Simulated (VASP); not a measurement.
Crystal: TiN (Osbornite).

```
Ti N
1.0
     0.00000    2.11900    2.11900
     2.11900    0.00000    2.11900
     2.11900    2.11900    0.00000
Ti N
1 1
Direct
  0.00000 0.00000 0.00000
  0.50000 0.50000 0.50000
```

Base run:

| Quantity | Value |
| --- | --- |
| Program | VASP 6.6.1 |
| Functional | RPBE |
| Potentials or basis | VASP PAW PBE potentials, release 64 (Ti_sv, N) |
| Cutoff | 520 eV |
| k mesh | 12 × 12 × 12 |
| Occupations | fermi-dirac, width 0.1 eV |
| Spin | no spin polarisation |

Its results: pressure 7.6 GPa.

Question: The run is repeated on the same cell with these changes: functional from RPBE to r2SCAN; potentials or basis from VASP PAW PBE potentials, release 64 (Ti_sv, N) to VASP PAW PBE potentials, release 64 (Ti_sv, N_h); cutoff from 520 eV to 910 eV. What comes out?

Answer: Pressure 0.4 GPa.

Caveats: the PAW data sets were made with another functional, which shifts forces and pressure a little; the cutoff is under 1.25 times the usual one of these potentials, so pressure, stress and relaxed cells hold a basis-set (Pulay) error (some runs).
